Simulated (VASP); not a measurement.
# Na4TiO3 (C2) in VASP: further runs, part 2 of 2

VASP 6.6.1. The steps go on from the part before.

**3. Single point, PBE (16.63 Å³/atom)**

This run uses another cell than the first one, of 16.63 Å³/atom.

Input file INCAR:

```
SYSTEM = Na4TiO3
ALGO = Normal
EDIFF = 1E-6
ENCUT = 600
GGA = PE
GGA_COMPAT = .FALSE.
ISIF = 2
ISMEAR = 0
LASPH = .TRUE.
LCHARG = .FALSE.
LREAL = .FALSE.
LWAVE = .FALSE.
NBANDS = 39
NELM = 120
PREC = Accurate
SIGMA = 0.1
```

Input file KPOINTS:

```
k-points
0
G
  8 8 4
  0 0 0
```

Input file POSCAR:

```
Na4TiO3
1.0
    2.8189949035     -2.7928319421     -0.0323048649
    2.8189949035      2.7928319421     -0.0323048649
   -1.0082397979      0.0000000000      8.4609021821
Na Ti O
4 1 3
Direct
    0.0395296464      0.3301269768      0.9021478355
    0.6698730232      0.9604703536      0.0978521645
    0.4892886537      0.6042917338      0.6864065985
    0.3957082662      0.5107113463      0.3135934015
    0.9483673529      0.0516326471      0.5000000000
    0.9586130857      0.5515746066      0.5262614878
    0.4484253934      0.0413869143      0.4737385122
    0.5498040216      0.4501959784      0.0000000000
```

Potentials or basis: VASP PAW PBE potentials, release 64 (Na_pv, Ti_sv, O).

Launch:

```bash
> cat potpaw_PBE.64/Na_pv/POTCAR potpaw_PBE.64/Ti_sv/POTCAR potpaw_PBE.64/O/POTCAR > POTCAR
> mpirun -np 1 vasp_std > vasp.out
```

OUTCAR:

```text
SYSTEM = Na4TiO3
   EDIFF = 1E-6
   ENCUT = 600
   GGA = PE
   ISIF = 2
   ISMEAR = 0
   LASPH = .TRUE.
   LREAL = .FALSE.
   NELM = 120
   PREC = Accurate

 ion  position               nearest neighbor table
   1  0.040  0.330  0.902-   8 2.16   8 2.22
   2  0.670  0.960  0.098-   8 2.16   8 2.22
   3  0.489  0.604  0.686-
   4  0.396  0.511  0.314-
   5  0.948  0.052  0.500-   6 1.98   7 1.98   7 2.02   6 2.02
   6  0.959  0.552  0.526-   5 1.98   5 2.02
   7  0.448  0.041  0.474-   5 1.98   5 2.02
   8  0.550  0.450  0.000-   1 2.16   2 2.16   2 2.22   1 2.22

  LATTYP: Found a base centered monoclinic cell.
 ALAT       =     5.6383599992
 B/A-ratio  =     0.9906539996
 C/A-ratio  =     1.5112131283
 COS(beta)  =    -0.1296980843

  Lattice vectors:

 A1 = (   2.8189949035,  -2.7928319421,  -0.0323048649)
 A2 = (   2.8189949035,   2.7928319421,  -0.0323048649)
 A3 = (  -1.0082397979,   0.0000000000,   8.4609021821)

Analysis of symmetry for initial positions (statically):
=====================================================================
 Subroutine PRICEL returns:
 Original cell was already a primitive cell.

 Routine SETGRP: Setting up the symmetry group for a
 base centered monoclinic supercell.

 Subroutine GETGRP returns: Found  2 space group operations
 (whereof  2 operations were pure point group operations)
 out of a pool of  4 trial point group operations.

The static configuration has the point symmetry C_2 .

Analysis of symmetry for dynamics (positions and initial velocities):
=====================================================================
 Subroutine PRICEL returns:
 Original cell was already a primitive cell.

 Routine SETGRP: Setting up the symmetry group for a
 base centered monoclinic supercell.

 Subroutine GETGRP returns: Found  2 space group operations
 (whereof  2 operations were pure point group operations)
 out of a pool of  4 trial point group operations.

The dynamic configuration has the point symmetry C_2 .

 Subroutine INISYM returns: Found  2 space group operations
 (whereof  2 operations are pure point group operations),
 and found     1 'primitive' translations

----------------------------------------------------------------------------------------

                                     Primitive cell

  volume of cell :     133.0431

  direct lattice vectors                    reciprocal lattice vectors
     2.818994904 -2.792831942 -0.032304865     0.177610725 -0.179029748  0.021164906
     2.818994904  2.792831942 -0.032304865     0.177610725  0.179029748  0.021164906
    -1.008239798  0.000000000  8.460902182     0.001356283  0.000000000  0.118352327

  length of vectors
     3.968335435  3.968335435  8.520763653     0.253071480  0.253071480  0.118360098

  position of ions in fractional coordinates (direct lattice)
     0.039529646  0.330126977  0.902147836
     0.669873023  0.960470354  0.097852164
     0.489288654  0.604291734  0.686406598
     0.395708266  0.510711346  0.313593402
     0.948367353  0.051632647  0.500000000
     0.958613086  0.551574607  0.526261488
     0.448425393  0.041386914  0.473738512
[... 33 lines left out ...]

 Subroutine IBZKPT returns following result:
 ===========================================

 Found     78 irreducible k-points:

 Following reciprocal coordinates:
            Coordinates               Weight
  0.000000  0.000000  0.000000      1.000000
  0.125000  0.000000  0.000000      4.000000
  0.250000  0.000000  0.000000      4.000000
  0.375000  0.000000  0.000000      4.000000
  0.500000  0.000000  0.000000      2.000000
  0.125000  0.125000  0.000000      2.000000
[... 16 lines left out ...]
  0.125000  0.000000  0.250000      4.000000
  0.250000  0.000000  0.250000      4.000000
 [... further k-points ...]
   k-points           NKPTS =     78   k-points in BZ     NKDIM =     78   number of bands    NBANDS=     39
   number of dos      NEDOS =    301   number of ions     NIONS =      8
   total plane-waves  NPLWV =  71680
   dimension x,y,z NGX =    32 NGY =   32 NGZ =   70
   dimension x,y,z NGXF=    64 NGYF=   64 NGZF=  140
   ions per type =               4   1   3
   NGX,Y,Z   is equivalent  to a cutoff of  13.41, 13.41, 13.66 a.u.
   NGXF,Y,Z  is equivalent  to a cutoff of  26.81, 26.81, 27.31 a.u.
 SYSTEM =  Na4TiO3
   PREC   = accura    normal or accurate (medium, high low for compatibility)
   ISTART =      0    job   : 0-new  1-cont  2-samecut
   ICHARG =      2    charge: 1-file 2-atom 10-const
   ISPIN  =      1    spin polarized calculation?
   LNONCOLLINEAR =      F non collinear calculations
   LSORBIT =      F    spin-orbit coupling
   LASPH  =      T    aspherical Exc in radial PAW
   ENCUT  =  600.0 eV  44.10 Ry    6.64 a.u.   7.93  7.93 17.02*2*pi/ulx,y,z
   NELM   =    120;   NELMIN=  2; NELMDL= -5     # of ELM steps
   EDIFF  = 0.1E-05   stopping-criterion for ELM
   LREAL  =      F    real-space projection
   EDIFFG = 0.1E-04   stopping-criterion for IOM
   NSW    =      0    number of steps for IOM
   IBRION =     -1    ionic relax: 0-MD 1-quasi-New 2-CG
   NFREE  =      0    steps in history (QN), initial steepest desc. (CG)
   ISIF   =      2    stress and relaxation
   ISYM   =      2    0-nonsym 1-usesym 2-fastsym
   POTIM  = 0.5000    time-step for ionic-motion
   TEBEG  =    0.0;   TEEND  =   0.0 temperature during run
   PSTRESS=    0.0 pullay stress
   NELECT =      58.0000    total number of electrons
   NUPDOWN=      -1.0000    fix difference up-down
   EMIN   =  10.00;   EMAX   =-10.00  energy-range for DOS
   EFERMI =   0.00;   METHOD = LEGACY
   ISMEAR =     0;   SIGMA  =   0.10  broadening in eV -4-tet -1-fermi 0-gaus
   EFERMI_NEDOS =   21; number of points for ismear=-14 and -15
   IALGO  =     38    algorithm
   IMIX   =      4    mixing-type and parameters
     AMIX     =   0.40;   BMIX     =  1.00
     AMIX_MAG =   1.60;   BMIX_MAG =  1.00
  volume/ion in A,a.u.               =      16.63       112.23
  Fermi-wavevector in a.u.,A,eV,Ry     =   1.241329  2.345771 20.965169  1.540896
  Thomas-Fermi vector in A             =   2.375731
   LORBIT       =      0    0 simple, 1 ext, 2 COOP (PROOUT), +10 PAW based schemes
   GGA     = PE    functional components
   LHFCALC =     F    Hartree Fock is set to
   AEXX    =    0.0000 exact exchange contribution
   IVDW    =     0    specifies the selected vdW correction
   LEPSILON=     F    determine dielectric tensor
   LRPA    =     F    only Hartree local field effects (RPA)
 non-spin polarized calculation
 Gauss-broadening in eV      SIGMA  =   0.10
  energy-cutoff  :      600.00
  volume of cell :      133.04
 maximum number of plane-waves:      4464
   NGX = 15   NGY = 15   NGZ = 33

 number of electron      58.0000010 magnetization

 Free energy of the ion-electron system (eV)
  ---------------------------------------------------
  ext. energy  EPLUGINS =         0.00000000
  ---------------------------------------------------
  free energy    TOTEN  =       -40.00248942 eV

  energy without entropy =      -39.99976960  energy(sigma->0) =      -40.00112951

 E-fermi :   2.6151     XC(G=0):  -8.6398

 val. band max:        2.6004216083   @ k =   0.5000   0.5000   0.5000
 cond. band min:       2.6502337686   @ k =   0.1250   0.0000   0.5000
 fundamental gap:      0.0498121604
 Fermi energy:         2.6151059636

 k-point     1 :       0.0000    0.0000    0.0000
  band No.  band energies     occupation
      1     -55.2718      2.00000
      2     -31.6286      2.00000
      3     -31.6173      2.00000
      4     -31.2921      2.00000
      5     -21.6043      2.00000
      6     -21.5978      2.00000
[... 997 lines left out ...]
     38       8.4333      0.00000
     39       9.5262      0.00000

 [... further k-points ...]
[... 5 lines left out ...]
  --------------------------------------------------------------------------------------
  -------------------------------------------------------------------------------------
  Total       -1.0454426     -1.0785477     -1.2161696      0.0000000      0.0000000     -0.0079270
  in kB      -12.5897902    -12.9884594    -14.6457774      0.0000000      0.0000000     -0.0954613
  external PRESSURE =     -13.4080090 kB  Pullay stress =       0.0000000 kB

 VOLUME and BASIS-vectors are now :
 -----------------------------------------------------------------------------
  energy-cutoff  :      600.00
  volume of cell :      133.04
      direct lattice vectors                 reciprocal lattice vectors
     2.818994904 -2.792831942 -0.032304865     0.177610725 -0.179029748  0.021164906
     2.818994904  2.792831942 -0.032304865     0.177610725  0.179029748  0.021164906
    -1.008239798  0.000000000  8.460902182     0.001356283  0.000000000  0.118352327

 POSITION                                       TOTAL-FORCE (eV/Angst)
 -----------------------------------------------------------------------------------
      0.13248      0.81159      7.62104        -0.012678     -0.001951     -0.019047
      4.49727      0.81159      0.77525         0.012678     -0.001951      0.019047
      2.39074      0.32118      5.77229         0.001191      0.001794      0.002989
      2.23901      0.32118      2.62400        -0.001191      0.001794     -0.002989
      2.31488     -2.50443      4.19815         0.000000     -0.015713     -0.000000
      3.72661     -1.13679      4.40386         0.009893      0.008746      0.005798
      0.90314     -1.13679      3.99243        -0.009893      0.008746     -0.005798
      2.81899     -0.27819     -0.03230         0.000000     -0.001464      0.000000
 -----------------------------------------------------------------------------------
    total drift:                                0.000000      0.000166     -0.000000

  FREE ENERGIE OF THE ION-ELECTRON SYSTEM (eV)
  ---------------------------------------------------
  free  energy   TOTEN  =       -40.0024894233 eV

  energy  without entropy=      -39.9997696006  energy(sigma->0) =      -40.00112951
```

Wall time 6.8 min (1 thread of Oxide Virtual Turin-like, shared host); peak memory 0.5 GiB.

What came out:

* Free energy: -40.0025 eV
* Pressure: -1.3 GPa
* Largest force: 0.023 eV/Å
* Band gap on the k mesh: zero (bands 29 and 30 overlap by 0.22 eV)

Forces in eV/Å, atoms in the order of the input:
```
Na  -0.013 -0.002 -0.019
Na   0.013 -0.002  0.019
Na   0.001  0.002  0.003
Na  -0.001  0.002 -0.003
Ti   0.000 -0.016  0.000
O    0.010  0.009  0.006
O   -0.010  0.009 -0.006
O    0.000 -0.001  0.000
```

The gap in the log of VASP goes by the Fermi energy; the results here count the filled bands.